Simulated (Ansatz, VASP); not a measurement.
# Two plane-wave programs on C

```
C
1.0
     0.00000    1.77683    1.77683
     1.77683    0.00000    1.77683
     1.77683    1.77683    0.00000
C
2
Cartesian
  1.7768 1.7768 1.7768
  2.6653 2.6653 2.6653
```

Alike in both runs: task single point; functional PBEsol; k mesh 12 × 12 × 12; occupations gaussian, width 0.02 eV; no spin polarisation.

|  | VASP | Ansatz |
| --- | --- | --- |
| version | VASP 6.6.1 | Ansatz 0.2.0 |
| potentials or method | VASP PAW PBE potentials, release 64 (C), cutoff 600 eV | scalar-relativistic, plane waves, PAW |
| valence electrons in the cell | 8 | 8 |

```tsv
	VASP	Ansatz	Ansatz less VASP
gap on the k mesh at the Fermi level (eV)	4.06	4.07	+0.007
least direct gap on the mesh (eV)	5.57	5.57	+0.001
pressure (GPa)	0.5	0.0	-0.47
```

VASP's potentials were made for PBE, not for PBEsol, and Ansatz warns of the same on its side. The functional is the same, so the differences come from potentials, cutoffs and numerics.
